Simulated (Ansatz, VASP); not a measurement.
**GaAs: VASP beside Ansatz**

POSCAR

```
GaAs
1.0
    0.0000000000      2.8268500000      2.8268500000
    2.8268500000      0.0000000000      2.8268500000
    2.8268500000      2.8268500000      0.0000000000
Ga As
1 1
Direct
    0.0000000000      0.0000000000      0.0000000000
    0.2500000000      0.2500000000      0.2500000000
```

File INCAR.step1:

```
ALGO = Normal ; EDIFF = 1E-5
ENCUT = 440 ; GGA = PE
GGA_COMPAT = F ; ISMEAR = -1
LASPH = T ; LCHARG = F
LREAL = F ; LWAVE = T
NBANDS = 16 ; NELM = 120
PREC = Accurate ; SIGMA = 0.02
```

File INCAR.step2:

```
ALGO = Normal ; EDIFF = 1E-8
ENCUT = 440 ; GGA_COMPAT = F
ISIF = 2 ; ISMEAR = -1
ISTART = 1 ; LASPH = T
LCHARG = F ; LEFG = T
LMIXTAU = T ; LREAL = F
LWAVE = F ; METAGGA = R2SCAN
NBANDS = 16 ; NELM = 120
PREC = Accurate ; SIGMA = 0.02
```

Contents of KPOINTS:

```
k-points
0
Gamma
  9 9 9
```

Input for Ansatz:

```yaml
crystal:
  lattice:
    - [0.0, 2.82685, 2.82685]
    - [2.82685, 0.0, 2.82685]
    - [2.82685, 2.82685, 0.0]
  atoms:
    - { symbol: Ga, position: [0.0, 0.0, 0.0] }
    - { symbol: As, position: [0.25, 0.25, 0.25] }
kpoints:
  mp_grid: { grid: [9, 9, 9] }
scf:
  occupations: { method: fermi_dirac, width: 0.02 }
hamiltonian:
  xc: r2scan
  pseudopotentials: { kind: paw, frozen_core: stored, azcp: { folder: soft_1 } }
output:
  forces: true
  stress: true
  populations: true
  efg:
    quadrupole_moments_barn: { Ga: 0.107, As: 0.311 }
    contact_densities: true
```

Alike in both runs: task electric field gradients; functional r2SCAN; k mesh 9 × 9 × 9; occupations fermi-dirac, width 0.02 eV; no spin polarisation.

|  | VASP | Ansatz |
| --- | --- | --- |
| version | VASP 6.6.1 | Ansatz 0.2.0 |
| potentials or method | VASP PAW PBE potentials, release 64 (Ga_d, As) | plane-wave PAW, scalar-relativistic |
| plane-wave cutoff (eV) | 440 | 500 |
| valence electrons in the cell | 18 | 28 |

|  | VASP | Ansatz | Ansatz less VASP |
| --- | --- | --- | --- |
| gap on the k mesh at the Fermi level (eV) | 1.00 | 1.02 | +0.019 |
| pressure (GPa) | 0.5 | 0.4 | -0.07 |

VASP's potentials were made for PBE, not for r2SCAN. VASP's potentials hold 18 valence electrons a cell and Ansatz's 28, so a difference there can come from the potentials and not from the codes.
